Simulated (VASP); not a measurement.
Ca12HO12 (a cell with a defect):

```
O Ca H
1.0
     0.00000    4.76760    4.76760
     4.76760    0.00000    4.76760
     7.15140    7.15140    0.00000
O Ca H
12 12 1
Direct
  0.75296 0.23956 0.16885
  0.25000 0.74949 0.49976
  0.74884 0.25048 0.83275
  0.23864 0.75393 0.16882
  0.74840 0.25091 0.50000
  0.24894 0.75013 0.83282
  0.24927 0.25037 0.49929
  0.75229 0.75326 0.16940
  0.75288 0.75424 0.82429
  0.24922 0.25020 0.16670
  0.24934 0.25069 0.83238
  0.74794 0.74931 0.50112
  0.99911 0.00021 0.99974
  0.00018 0.00080 0.66516
  0.49778 0.49889 0.33627
  0.99811 0.99938 0.33427
  0.49812 0.49934 0.99856
  0.49976 0.50102 0.66556
  0.00518 0.49796 0.99845
  0.49961 0.99982 0.33365
  0.99955 0.49983 0.66578
  0.49681 0.00637 0.99826
  0.99877 0.50062 0.33363
  0.49878 0.00068 0.66587
  0.62611 0.62762 0.08190
```

Base run:

| Item | Value |
| --- | --- |
| Program | VASP 6.6.1 |
| Functional | PBEsol |
| Potentials or basis | VASP PAW PBE potentials, release 64 (O, Ca_sv, H) |
| Cutoff | 520 eV |
| k mesh | 1 × 1 × 1, shifted |
| Occupations | fermi-dirac, width 0.05 eV |
| Spin | collinear spin |
| Starting moments | [0.111, 0.0, 0.0, 0.111, 0.0, 0.0, 0.0, 0.111, 0.111, 0.0, 0.0, 0.0, 0.0, 0.0, 0.111, 0.0, 0.111, 0.0, 0.111, 0.0, 0.0, 0.111, 0.0, 0.0, 0.111] μB |

Its results: pressure 2.0 GPa; net moment 1.00 μB per cell; site moments O +0.07, +0.00, +0.01, +0.11, +0.09 (each value once); Ca +0.01, +0.00 (each value once); H +0.23 μB; largest force 0.033 eV/Å.

**Question.** The run is repeated on the same cell with these changes: functional from PBEsol to HSE06. What comes out?

**Answer.** Pressure 3.9 GPa; net moment 1.00 μB per cell; site moments O +0.08, +0.00, +0.01, +0.11, +0.09 (each value once); Ca +0.01, +0.00 (each value once); H +0.28 μB; largest force 0.079 eV/Å.

Caveats: the PAW data sets were made with another functional, which shifts forces and pressure a little.
